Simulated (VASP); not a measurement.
# Sc (Im-3m) in VASP: further runs, part 2 of 2

VASP 6.6.1. The steps go on from the part before.

### 3 Relaxation of cell and atoms, PBEsol

This run uses another cell than the first one, of 24.92 Å³/atom, 1.277 times its volume.

Contents of INCAR:

```
PREC = Accurate ; ENCUT = 600
EDIFF = 1E-6 ; ISMEAR = 0
SIGMA = 0.05 ; LREAL = F
LASPH = T ; NELM = 60
ALGO = Normal ; ISIF = 3
LWAVE = F ; LCHARG = F
GGA = PS ; IBRION = 2
NSW = 60 ; EDIFFG = -0.01
```

Contents of KPOINTS:

```
regular mesh
0
Gamma
  9 9 9
```

Contents of POSCAR:

```
Sc
1.0
    1.8400000000      1.8400000000      1.8400000000
   -1.8400000000      1.8400000000      1.8400000000
   -1.8400000000     -1.8400000000      1.8400000000
Sc
1
Direct
    0.0000000000      0.0000000000      0.0000000000
```

Potentials or basis: VASP PAW PBE potentials, release 64 (Sc_sv).

The run is started by

```bash
$ cat potpaw_PBE.64/Sc_sv/POTCAR > POTCAR
$ mpirun -np 1 vasp_std > vasp.out
```

OUTCAR:

```text
PREC = Accurate
   ENCUT = 600
   EDIFF = 1E-6
   ISMEAR = 0
   LREAL = F
   LASPH = T
   NELM = 60
   ISIF = 3
   GGA = PS
   IBRION = 2
   NSW = 60
   EDIFFG = -0.01

 ion  position               nearest neighbor table
   1  0.000  0.000  0.000-

  LATTYP: Found a body centered cubic cell.
 ALAT       =     3.6800000000

  Lattice vectors:

 A1 = (   1.8400000000,  -1.8400000000,  -1.8400000000)
 A2 = (   1.8400000000,   1.8400000000,   1.8400000000)
 A3 = (  -1.8400000000,  -1.8400000000,   1.8400000000)

Analysis of symmetry for initial positions (statically):
=====================================================================
 Subroutine PRICEL returns:
 Original cell was already a primitive cell.

 Routine SETGRP: Setting up the symmetry group for a
 body centered cubic supercell.

 Subroutine GETGRP returns: Found 48 space group operations
 (whereof 48 operations were pure point group operations)
 out of a pool of 48 trial point group operations.

The static configuration has the point symmetry O_h .

Analysis of symmetry for dynamics (positions and initial velocities):
=====================================================================
 Subroutine PRICEL returns:
 Original cell was already a primitive cell.

 Routine SETGRP: Setting up the symmetry group for a
 body centered cubic supercell.

 Subroutine GETGRP returns: Found 48 space group operations
 (whereof 48 operations were pure point group operations)
 out of a pool of 48 trial point group operations.

The dynamic configuration has the point symmetry O_h .

 Subroutine INISYM returns: Found 48 space group operations
 (whereof 48 operations are pure point group operations),
 and found     1 'primitive' translations

----------------------------------------------------------------------------------------

                                     Primitive cell

  volume of cell :      24.9180

  direct lattice vectors                    reciprocal lattice vectors
     1.840000000  1.840000000  1.840000000     0.271739130  0.000000000  0.271739130
    -1.840000000  1.840000000  1.840000000    -0.271739130  0.271739130  0.000000000
    -1.840000000 -1.840000000  1.840000000     0.000000000 -0.271739130  0.271739130
[... 93 lines left out ...]
   NELECT =      11.0000    total number of electrons
   NUPDOWN=      -1.0000    fix difference up-down
   EMIN   =  10.00;   EMAX   =-10.00  energy-range for DOS
   EFERMI =   0.00;   METHOD = LEGACY
   ISMEAR =     0;   SIGMA  =   0.05  broadening in eV -4-tet -1-fermi 0-gaus
   EFERMI_NEDOS =   21; number of points for ismear=-14 and -15
   IALGO  =     38    algorithm
   IMIX   =      4    mixing-type and parameters
     AMIX     =   0.40;   BMIX     =  1.00
     AMIX_MAG =   1.60;   BMIX_MAG =  1.00
  volume/ion in A,a.u.               =      24.92       168.16
  Fermi-wavevector in a.u.,A,eV,Ry     =   1.246526  2.355592 21.141091  1.553826
  Thomas-Fermi vector in A             =   2.380699
   LORBIT       =      0    0 simple, 1 ext, 2 COOP (PROOUT), +10 PAW based schemes
   GGA     = PS    functional components
   LHFCALC =     F    Hartree Fock is set to
   AEXX    =    0.0000 exact exchange contribution
   IVDW    =     0    specifies the selected vdW correction
   LEPSILON=     F    determine dielectric tensor
   LRPA    =     F    only Hartree local field effects (RPA)
 conjugate gradient relaxation of ions
 non-spin polarized calculation
 Gauss-broadening in eV      SIGMA  =   0.05
  energy-cutoff  :      600.00
  volume of cell :       24.92
 maximum number of plane-waves:       887
 NGX is ok and might be reduce to    28
   NGX = 13   NGY = 13   NGZ = 13

--------------------------------------- Ionic step        1  -------------------------------------------

 number of electron      11.0000002 magnetization

 Free energy of the ion-electron system (eV)
  ---------------------------------------------------
  ext. energy  EPLUGINS =         0.00000000
  ---------------------------------------------------
  free energy    TOTEN  =        -6.49158941 eV

  energy without entropy =       -6.48934906  energy(sigma->0) =       -6.49046924

 E-fermi :   3.6232     XC(G=0):  -9.9513

 val. band max:        3.5881145677   @ k =   0.4444   0.2222   0.1111
 cond. band min:       3.6423970427   @ k =   0.2222  -0.4444   0.1111
 fundamental gap:      0.0542824750
 Fermi energy:         3.6231916475

 k-point     1 :       0.0000    0.0000    0.0000
  band No.  band energies     occupation
      1     -45.7932      2.00000
      2     -24.2925      2.00000
      3     -24.2925      2.00000
      4     -24.2925      2.00000
      5      -1.5999      2.00000
      6       5.0379      0.00000
      7       5.0379      0.00000
      8       5.0379      0.00000
      9       6.4562      0.00000
[... 345 lines left out ...]
--------------------------------------- Ionic step        3  -------------------------------------------

 number of electron      10.9999998 magnetization

 Free energy of the ion-electron system (eV)
  ---------------------------------------------------
  ext. energy  EPLUGINS =         0.00000000
  ---------------------------------------------------
  free energy    TOTEN  =        -6.49845301 eV

  energy without entropy =       -6.49632179  energy(sigma->0) =       -6.49738740

 E-fermi :   3.8492     XC(G=0): -10.1149

 val. band max:        3.8108615332   @ k =   0.4444   0.2222   0.1111
 cond. band min:       3.8718066975   @ k =   0.2222  -0.4444   0.1111
 fundamental gap:      0.0609451643
 Fermi energy:         3.8491815411

 k-point     1 :       0.0000    0.0000    0.0000
  band No.  band energies     occupation
      1     -45.4597      2.00000
      2     -23.9355      2.00000
      3     -23.9355      2.00000
      4     -23.9355      2.00000
      5      -1.4428      2.00000
      6       5.3237      0.00000
      7       5.3237      0.00000
      8       5.3237      0.00000
      9       6.8121      0.00000
[... 304 lines left out ...]
  FREE ENERGIE OF THE ION-ELECTRON SYSTEM (eV)
  ---------------------------------------------------
  free  energy   TOTEN  =        -6.4984530099 eV

  energy  without entropy=       -6.4963217858  energy(sigma->0) =       -6.49738740

 reached required accuracy - stopping structural energy minimisation
```

OSZICAR:

```text
N       E                     dE             d eps       ncg     rms          rms(c)
DAV:   1     0.801371410988E+02    0.80137E+02   -0.56490E+03   630   0.130E+03
DAV:   2    -0.559217337877E+01   -0.85729E+02   -0.85321E+02   638   0.357E+02
DAV:   3    -0.732295820334E+01   -0.17308E+01   -0.16671E+01   900   0.628E+01
[... 19 lines left out ...]
DAV:   1    -0.650919415230E+01   -0.11167E-01   -0.31242E-01   775   0.983E+00    0.702E-01
DAV:   2    -0.649906628409E+01    0.10128E-01   -0.34092E-02   920   0.281E+00    0.186E-01
DAV:   3    -0.649848390428E+01    0.58238E-03   -0.25515E-03   950   0.771E-01    0.788E-02
DAV:   4    -0.649845269334E+01    0.31211E-04   -0.83489E-05   673   0.112E-01    0.303E-03
DAV:   5    -0.649845300990E+01   -0.31656E-06   -0.84709E-07   469   0.178E-02
   3 F= -.64984530E+01 E0= -.64973874E+01  d E =-.686360E-02
```

Run time: 22 s. Hardware: 1 thread of Intel Xeon 6975P-C, shared host; peak memory 0.17 GiB.

Results:

```
Free energy                            : -6.4985 eV
Relaxed volume                         : 23.95 Å³/atom
Relaxed cell                           : a = 3.145 Å, b = 3.145 Å, c = 3.145 Å, α = 70.53°, β = 109.47°, γ = 70.53°
Space group after relaxing (to 0.05 Å) : Im-3m (No. 229)
Energy gained by relaxing              : 6.9 meV/atom
Ionic steps                            : 3
Pressure after relaxing                : 0.0 GPa
```

Step by step:
| step | energy change (eV) | largest force (eV/Å) | pressure (GPa) | volume (Å³) |
| --- | --- | --- | --- | --- |
| 1 | 0.0000 | 0.0000 | -2.18 | 24.92 |
| 2 | -0.0064 | 0.0000 | 0.60 | 23.71 |
| 3 | -0.0069 | 0.0000 | 0.02 | 23.95 |

Final structure:
```xyz
1
Lattice="1.8157 1.8157 1.8157 -1.8157 1.8157 1.8157 -1.8157 -1.8157 1.8157" Properties=species:S:1:pos:R:3 pbc="T T T"
Sc    0.0000    0.0000    0.0000
```

Caveat: the PAW data sets were made with another functional, which shifts forces and pressure a little.
